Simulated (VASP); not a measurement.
Runs of VASP 6.6.1 on CdS. The structure is that of space group P6_3mc (No. 186), or close to it. The cells are those of the table. 

```csv
task,cell,gap on the mesh (eV),pressure (GPa),largest force (eV/Å)
electric field gradients,"a = 4.259, b = 4.259, c = 6.749 Å, angles 90.0, 90.0, 120.0°, 4 atoms",0.93,-3.4,0.07
electric field gradients,"a = 4.176, b = 4.176, c = 6.749 Å, angles 90.0, 90.0, 120.0°, 4 atoms",1.06,-1.4,0.18
single point,"a = 4.259, b = 4.259, c = 6.749 Å, angles 90.0, 90.0, 120.0°, 4 atoms",0.93,-3.4,0.07
single point,"a = 4.176, b = 4.176, c = 6.749 Å, angles 90.0, 90.0, 120.0°, 4 atoms",1.06,-1.4,0.18
single point,"a = 4.052, b = 4.052, c = 6.749 Å, angles 90.0, 90.0, 120.0°, 4 atoms",1.15,(a),0.44
```

Alike in all rows: level PBEsol; potentials or basis VASP PAW PBE potentials, release 64 (Cd, S); no spin polarisation; k mesh 7 × 7 × 4; cutoff (eV) 520; smearing fermi-dirac 0.01 eV.

Task: Fill in the values left out.

Result: (a) 2.7.

Caveats: the PAW data sets were made with another functional, which shifts forces and pressure a little.

A k mesh can miss the band edges, and the runs leave out spin-orbit coupling on Cd.
